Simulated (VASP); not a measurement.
# AlN (P6_3mc) in VASP: a series of runs

AlN is run at these levels: r2SCAN; tasks: single point.

Everything below comes from runs of VASP 6.6.1. Logs are shortened: lines on timing, memory, paths and dates and some standing lists are left out, and cuts for length are marked.

### 1 The cell of the first run

It takes space group P6_3mc (No. 186, hexagonal). The conventional cell has a = 3.107 Å, b = 3.107 Å, c = 5.377 Å, α = 90.00°, β = 90.00°, γ = 120.00°. Within 2.5 Å of Al (site symmetry 3m) lie 4 N at 1.90 to 2.05 Å. N (site symmetry 3m) has 4 Al at 1.90 to 2.05 Å within 2.5 Å.

### 2 Single point, r2SCAN (strain +0.000 along x and y, +0.080 along z)

POSCAR reads:

```
AlN
1.0
    3.1066653383      0.0000000000      0.0000000000
   -1.5533326691      2.6904511040      0.0000000000
    0.0000000000      0.0000000000      5.3766772303
Al N
2 2
Direct
    0.3333333333      0.6666666667      0.0016929024
    0.6666666667      0.3333333333      0.5016929024
    0.3333333333      0.6666666667      0.3833070976
    0.6666666667      0.3333333333      0.8833070976
```

INCAR.step1 reads:

```
  ALGO = Normal
  EDIFF = 1E-4
  ENCUT = 520
  GGA = PE
  ISMEAR = 0
  LASPH = T
  LCHARG = F
  LREAL = F
  LWAVE = T
  NBANDS = 16
  NELM = 60
  PREC = Accurate
  SIGMA = 0.05
```

INCAR.step2 reads:

```
  ALGO = Normal
  EDIFF = 1E-6
  ENCUT = 520
  ISIF = 2
  ISMEAR = 0
  ISTART = 1
  LASPH = T
  LCHARG = F
  LMIXTAU = T
  LREAL = F
  LWAVE = F
  METAGGA = R2SCAN
  NBANDS = 16
  NELM = 60
  PREC = Accurate
  SIGMA = 0.05
```

KPOINTS reads:

```
k-points
0
Gamma
  12 12 6
```

Potentials or basis: VASP PAW PBE potentials, release 64 (Al, N).

Started as:

```sh
$ cat potpaw_PBE.64/Al/POTCAR potpaw_PBE.64/N/POTCAR > POTCAR
$ cp INCAR.step1 INCAR
$ mpirun -np 1 vasp_std > vasp.out
$ cp INCAR.step2 INCAR
$ mpirun -np 1 vasp_std > vasp.out
```

OUTCAR:

```text
EDIFF = 1E-6
   ENCUT = 520
   ISIF = 2
   ISMEAR = 0
   ISTART = 1
   LASPH = T
   LREAL = F
   METAGGA = R2SCAN
   NELM = 60
   PREC = Accurate

 ion  position               nearest neighbor table
   1  0.333  0.667  0.002-   4 1.90   4 1.90   4 1.90   3 2.05   2 3.23   2 3.23   2 3.23   2 3.23
                             2 3.23   2 3.23
   2  0.667  0.333  0.502-   3 1.90   3 1.90   3 1.90   4 2.05   1 3.23   1 3.23   1 3.23   1 3.23
                             1 3.23   1 3.23
   3  0.333  0.667  0.383-   2 1.90   2 1.90   2 1.90   1 2.05
   4  0.667  0.333  0.883-   1 1.90   1 1.90   1 1.90   2 2.05

  LATTYP: Found a hexagonal cell.
 ALAT       =     3.1066653383
 C/A-ratio  =     1.7306908356

  Lattice vectors:

 A1 = (   3.1066653383,   0.0000000000,   0.0000000000)
 A2 = (  -1.5533326691,   2.6904511040,   0.0000000000)
 A3 = (   0.0000000000,   0.0000000000,   5.3766772303)

Analysis of symmetry for initial positions (statically):
=====================================================================
 Subroutine PRICEL returns:
 Original cell was already a primitive cell.

 Routine SETGRP: Setting up the symmetry group for a
 hexagonal supercell.

 Subroutine GETGRP returns: Found 12 space group operations
 (whereof  6 operations were pure point group operations)
 out of a pool of 24 trial point group operations.

The static configuration has the point symmetry C_3v.
 The point group associated with its full space group is C_6v.

Analysis of symmetry for dynamics (positions and initial velocities):
=====================================================================
 Subroutine PRICEL returns:
 Original cell was already a primitive cell.

 Routine SETGRP: Setting up the symmetry group for a
 hexagonal supercell.

 Subroutine GETGRP returns: Found 12 space group operations
 (whereof  6 operations were pure point group operations)
 out of a pool of 24 trial point group operations.

The dynamic configuration has the point symmetry C_3v.
 The point group associated with its full space group is C_6v.

 Subroutine INISYM returns: Found 12 space group operations
 (whereof  6 operations are pure point group operations),
 and found     1 'primitive' translations

----------------------------------------------------------------------------------------

                                     Primitive cell

  volume of cell :      44.9400

  direct lattice vectors                    reciprocal lattice vectors
     3.106665338  0.000000000  0.000000000     0.321888550  0.185842441  0.000000000
    -1.553332669  2.690451104  0.000000000     0.000000000  0.371684882  0.000000000
     0.000000000  0.000000000  5.376677230     0.000000000  0.000000000  0.185988475

  length of vectors
     3.106665338  3.106665338  5.376677230     0.371684882  0.371684882  0.185988475

  position of ions in fractional coordinates (direct lattice)
     0.333333333  0.666666667  0.001692902
     0.666666667  0.333333333  0.501692902
     0.333333333  0.666666667  0.383307098
     0.666666667  0.333333333  0.883307098

  ion indices of the primitive-cell ions
   primitive index   ion index
                 1           1
                 2           2
                 3           3
                 4           4

----------------------------------------------------------------------------------------

 KPOINTS: k-points

Automatic generation of k-mesh.
 Grid dimensions read from file:
 generate k-points for:   12   12    6

 Generating k-lattice:

  Cartesian coordinates                     Fractional coordinates (reciprocal lattice)
     0.026824046  0.015486870  0.000000000     0.083333333  0.000000000  0.000000000
     0.000000000  0.030973740  0.000000000     0.000000000  0.083333333  0.000000000
     0.000000000  0.000000000  0.030998079     0.000000000  0.000000000  0.166666667

  Length of vectors
     0.030973740  0.030973740  0.030998079

  Shift w.r.t. Gamma in fractional coordinates (k-lattice)
     0.000000000  0.000000000  0.000000000

 Subroutine IBZKPT returns following result:
 ===========================================

 Found     76 irreducible k-points:

 Following reciprocal coordinates:
            Coordinates               Weight
  0.000000  0.000000  0.000000      1.000000
  0.083333 -0.000000  0.000000      6.000000
  0.166667 -0.000000  0.000000      6.000000
  0.250000  0.000000  0.000000      6.000000
  0.333333 -0.000000  0.000000      6.000000
  0.416667 -0.000000  0.000000      6.000000
[... 16 lines left out ...]
  0.250000  0.000000  0.166667     12.000000
  0.333333 -0.000000  0.166667     12.000000
 [... further k-points ...]
   k-points           NKPTS =     76   k-points in BZ     NKDIM =     76   number of bands    NBANDS=     16
   number of dos      NEDOS =    301   number of ions     NIONS =      4
   total plane-waves  NPLWV =  23040
   dimension x,y,z NGX =    24 NGY =   24 NGZ =   40
   dimension x,y,z NGXF=    48 NGYF=   48 NGZF=   80
   ions per type =               2   2
   NGX,Y,Z   is equivalent  to a cutoff of  12.84, 12.84, 12.37 a.u.
   NGXF,Y,Z  is equivalent  to a cutoff of  25.69, 25.69, 24.74 a.u.
 SYSTEM =  unknown system
   PREC   = accura    normal or accurate (medium, high low for compatibility)
   ISTART =      1    job   : 0-new  1-cont  2-samecut
   ICHARG =      0    charge: 1-file 2-atom 10-const
   ISPIN  =      1    spin polarized calculation?
   LNONCOLLINEAR =      F non collinear calculations
   LSORBIT =      F    spin-orbit coupling
   LASPH  =      T    aspherical Exc in radial PAW
   ENCUT  =  520.0 eV  38.22 Ry    6.18 a.u.   5.78  5.78 10.00*2*pi/ulx,y,z
   NELM   =     60;   NELMIN=  2; NELMDL=  0     # of ELM steps
   EDIFF  = 0.1E-05   stopping-criterion for ELM
   LREAL  =      F    real-space projection
   EDIFFG = 0.1E-04   stopping-criterion for IOM
   NSW    =      0    number of steps for IOM
   IBRION =     -1    ionic relax: 0-MD 1-quasi-New 2-CG
   NFREE  =      0    steps in history (QN), initial steepest desc. (CG)
   ISIF   =      2    stress and relaxation
   ISYM   =      2    0-nonsym 1-usesym 2-fastsym
   POTIM  = 0.5000    time-step for ionic-motion
   TEBEG  =    0.0;   TEEND  =   0.0 temperature during run
   PSTRESS=    0.0 pullay stress
   NELECT =      16.0000    total number of electrons
   NUPDOWN=      -1.0000    fix difference up-down
   EMIN   =  10.00;   EMAX   =-10.00  energy-range for DOS
   EFERMI =   0.00;   METHOD = LEGACY
   ISMEAR =     0;   SIGMA  =   0.05  broadening in eV -4-tet -1-fermi 0-gaus
   EFERMI_NEDOS =   21; number of points for ismear=-14 and -15
   IALGO  =     38    algorithm
   IMIX   =      4    mixing-type and parameters
     AMIX     =   0.40;   BMIX     =  1.00
     AMIX_MAG =   1.60;   BMIX_MAG =  1.00
  volume/ion in A,a.u.               =      11.24        75.82
  Fermi-wavevector in a.u.,A,eV,Ry     =   1.160300  2.192649 18.317472  1.346296
  Thomas-Fermi vector in A             =   2.296884
   LORBIT       =      0    0 simple, 1 ext, 2 COOP (PROOUT), +10 PAW based schemes
   METAGGA = R2SCAN    functional components
   LHFCALC =     F    Hartree Fock is set to
   AEXX    =    0.0000 exact exchange contribution
   IVDW    =     0    specifies the selected vdW correction
   LEPSILON=     F    determine dielectric tensor
   LRPA    =     F    only Hartree local field effects (RPA)
 non-spin polarized calculation
 Gauss-broadening in eV      SIGMA  =   0.05
  energy-cutoff  :      520.00
  volume of cell :       44.94
 maximum number of plane-waves:      1232
 NGX is ok and might be reduce to    24
   NGX = 11   NGY = 11   NGZ = 19

 number of electron      15.9999997 magnetization

 Free energy of the ion-electron system (eV)
  ---------------------------------------------------
  ext. energy  EPLUGINS =         0.00000000
  ---------------------------------------------------
  free energy    TOTEN  =       -38.12744101 eV

  energy without entropy =      -38.12744101  energy(sigma->0) =      -38.12744101

 E-fermi :   5.3112     XC(G=0): -11.0696

 val. band max:        5.0900591484   @ k =   0.0000   0.0000   0.0000
 cond. band min:       9.2219871400   @ k =   0.0000   0.0000   0.0000
 fundamental gap:      4.1319279916
 Fermi energy:         5.3111511422

 k-point     1 :       0.0000    0.0000    0.0000
  band No.  band energies     occupation
      1     -10.3331      2.00000
      2      -8.7359      2.00000
      3      -0.6948      2.00000
      4       4.6373      2.00000
      5       4.6373      2.00000
      6       4.9349      2.00000
[... 8 lines left out ...]
     15      18.9826      0.00000
     16      18.9826      0.00000

 k-point     2 :       0.0833   -0.0000    0.0000
  band No.  band energies     occupation
      1     -10.2461      2.00000
      2      -8.6784      2.00000
      3      -0.5853      2.00000
      4       4.2209      2.00000
      5       4.5281      2.00000
      6       4.6525      2.00000
[... 8 lines left out ...]
     15      18.6362      0.00000
     16      19.0426      0.00000

 k-point     3 :       0.1667   -0.0000    0.0000
  band No.  band energies     occupation
      1      -9.9938      2.00000
      2      -8.5186      2.00000
      3      -0.2629      2.00000
      4       3.1934      2.00000
      5       3.7338      2.00000
      6       4.2678      2.00000
[... 8 lines left out ...]
     15      18.2504      0.00000
     16      18.7074      0.00000

 k-point     4 :       0.2500    0.0000    0.0000
  band No.  band energies     occupation
      1      -9.6055      2.00000
      2      -8.2975      2.00000
      3       0.2504      2.00000
      4       1.9920      2.00000
      5       2.7160      2.00000
      6       3.9632      2.00000
[... 8 lines left out ...]
     15      17.8168      0.00000
     16      19.4058      0.00000
[... 324 lines left out ...]
 k-point    22 :       0.1667   -0.0000    0.1667
  band No.  band energies     occupation
      1      -9.9144      2.00000
      2      -8.6455      2.00000
      3      -0.0010      2.00000
      4       3.1971      2.00000
      5       3.5444      2.00000
      6       4.3101      2.00000
[... 8 lines left out ...]
     15      18.1585      0.00000
     16      18.8441      0.00000

 k-point    23 :       0.2500    0.0000    0.1667
  band No.  band energies     occupation
      1      -9.5327      2.00000
      2      -8.4053      2.00000
      3       0.4095      2.00000
      4       2.0747      2.00000
      5       2.5999      2.00000
      6       4.0131      2.00000
[... 8 lines left out ...]
     15      17.9574      0.00000
     16      19.4265      0.00000

 k-point    24 :       0.3333   -0.0000    0.1667
  band No.  band energies     occupation
      1      -9.0772      2.00000
      2      -8.1682      2.00000
      3       0.5584      2.00000
      4       1.3109      2.00000
      5       1.8681      2.00000
      6       3.7498      2.00000
[... 8 lines left out ...]
     15      17.5993      0.00000
     16      19.9658      0.00000

 [... further k-points ...]
[... 5 lines left out ...]
  --------------------------------------------------------------------------------------
  -------------------------------------------------------------------------------------
  Total       -1.2475796     -1.2475796     -8.0266808     -0.0000000      0.0000000      0.0000000
  in kB      -44.4780074    -44.4780074   -286.1627068     -0.0000000      0.0000000      0.0000000
  external PRESSURE =    -125.0395739 kB  Pullay stress =       0.0000000 kB

 VOLUME and BASIS-vectors are now :
 -----------------------------------------------------------------------------
  energy-cutoff  :      520.00
  volume of cell :       44.94
      direct lattice vectors                 reciprocal lattice vectors
     3.106665338  0.000000000  0.000000000     0.321888550  0.185842441  0.000000000
    -1.553332669  2.690451104  0.000000000     0.000000000  0.371684882  0.000000000
     0.000000000  0.000000000  5.376677230     0.000000000  0.000000000  0.185988475

 POSITION                                       TOTAL-FORCE (eV/Angst)
 -----------------------------------------------------------------------------------
     -0.00000      1.79363      0.00910        -0.000000      0.000000      0.341358
      1.55333      0.89682      2.69744         0.000000      0.000000      0.341358
     -0.00000      1.79363      2.06092        -0.000000      0.000000     -0.341358
      1.55333      0.89682      4.74926        -0.000000     -0.000000     -0.341358
 -----------------------------------------------------------------------------------
    total drift:                               -0.000000     -0.000000     -0.021332

  FREE ENERGIE OF THE ION-ELECTRON SYSTEM (eV)
  ---------------------------------------------------
  free  energy   TOTEN  =       -38.1274410141 eV

  energy  without entropy=      -38.1274410141  energy(sigma->0) =      -38.12744101
```

It took 76 s on 1 thread of AMD EPYC 9R45 (Zen 5), shared host; peak memory 0.16 GiB.

Results:

| Quantity | Value |
| --- | --- |
| Free energy | -38.1274 eV |
| Pressure | -12.5 GPa |
| Largest force | 0.341 eV/Å |
| Band gap on the k mesh | 4.13 eV, direct |

Forces on the atoms (eV/Å):
```
Al   0.000  0.000  0.341
Al   0.000  0.000  0.341
N    0.000  0.000 -0.341
N    0.000  0.000 -0.341
```

Stress tensor (GPa, compression positive):
```
 -4.45   0.00   0.00
  0.00  -4.45   0.00
  0.00   0.00 -28.62
```

Caveat: the cell differs from its parent crystal (strain +0.000 along x and y, +0.080 along z); the PAW data sets were made with another functional, which shifts forces and pressure a little. A k mesh can miss the band edges.

(Part 1 of 2 ends here.)
